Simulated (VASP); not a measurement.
A run of VASP 6.6.1 is set up as follows.

File POSCAR:

```
Ag
1.0
   -1.5728713000      1.5728713000      1.6556540000
    1.5728713000     -1.5728713000      1.6556540000
    1.5728713000      1.5728713000     -1.6556540000
Ag
1
Direct
    0.0000000000      0.0000000000      0.0000000000
```

Contents of INCAR.step1:

```
SYSTEM = Ag
  ALGO = Normal
  EDIFF = 1E-4
  ENCUT = 520
  GGA = PE
  ISMEAR = 0
  LASPH = .TRUE.
  LCHARG = .FALSE.
  LREAL = .FALSE.
  LWAVE = .TRUE.
  NBANDS = 12
  NELM = 60
  PREC = Accurate
  SIGMA = 0.15
```

INCAR.step2

```
SYSTEM = Ag
  ALGO = Normal
  EDIFF = 1E-6
  ENCUT = 520
  ISIF = 2
  ISMEAR = 0
  ISTART = 1
  LASPH = .TRUE.
  LCHARG = .TRUE.
  LELF = .TRUE.
  LMIXTAU = .TRUE.
  LREAL = .FALSE.
  LVHAR = .TRUE.
  LWAVE = .FALSE.
  METAGGA = R2SCAN
  NBANDS = 12
  NELM = 60
  PREC = Accurate
  SIGMA = 0.15
```

File KPOINTS:

```
k-points
0
G
  20 20 20
  0 0 0
```

Potentials or basis: VASP PAW PBE potentials, release 64 (Ag).

The run is started by

```sh
$ cat potpaw_PBE.64/Ag/POTCAR > POTCAR
$ cp INCAR.step1 INCAR
$ mpirun -np 1 vasp_std > vasp.out
$ cp INCAR.step2 INCAR
$ mpirun -np 1 vasp_std > vasp.out
```

(1) Predict the band gap on the k mesh.

(2) Predict the pressure.

Answers

(1) zero (an odd number of electrons rules out a gap without spin polarisation).

(2) 7.6 GPa.

Caveat: the cell differs from its parent crystal (strain -0.0500 x Voigt [1, 1, 0, 0, 0, 0]); the cell stands under pressure; the PAW data sets were made with another functional, which shifts forces and pressure a little.
